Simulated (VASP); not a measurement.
A run of VASP 6.6.1:

The input INCAR:

```
SYSTEM = Na3Ca
PREC     = Accurate       ! precision mode
ENCUT    = 600            ! plane-wave cutoff, eV
EDIFF    = 1E-6           ! SCF threshold, eV
ISMEAR   = 1              ! smearing method
SIGMA    = 0.02           ! smearing width, eV
LREAL    = .False.        ! projectors in reciprocal space
LASPH    = .True.         ! aspherical terms in the spheres
NELM     = 100            ! most SCF steps
ALGO     = Normal         ! electronic algorithm
ISIF     = 3              ! what is computed and relaxed
LWAVE    = .False.        ! write WAVECAR
LCHARG   = .False.        ! write CHGCAR
GGA      = PS             ! functional
IBRION   = 2              ! ionic algorithm
NSW      = 80             ! ionic steps
EDIFFG   = -0.02          ! ionic threshold
```

KPOINTS

```
Automatic mesh
0
Gamma
  8 8 8
  0 0 0
```

POSCAR

```
Na3Ca
1.0
    5.3546260000      0.0000000000      0.0000000000
    0.0000000000      5.3546260000      0.0000000000
    0.0000000000      0.0000000000      5.3546260000
Na Ca
3 1
Direct
    0.0000000000      0.5000000000      0.5000000000
    0.5000000000      0.0000000000      0.5000000000
    0.5000000000      0.5000000000      0.0000000000
    0.0000000000      0.0000000000      0.0000000000
```

Potentials or basis: VASP PAW PBE potentials, release 64 (Na_pv, Ca_sv).

Command:

```sh
$ cat potpaw_PBE.64/Na_pv/POTCAR potpaw_PBE.64/Ca_sv/POTCAR > POTCAR
$ mpirun -np 1 vasp_std > vasp.out
```

Hardware: 1 thread of Intel(R) Xeon(R) Platinum 8488C (Sapphire Rapids) (shared host).

Estimate the wall time of this run.

It took 2.6 min on 1 thread of Intel(R) Xeon(R) Platinum 8488C (Sapphire Rapids), on a shared host, peak memory 0.41 GiB. Counts: scf iterations 27, k points 35, ion steps 3.
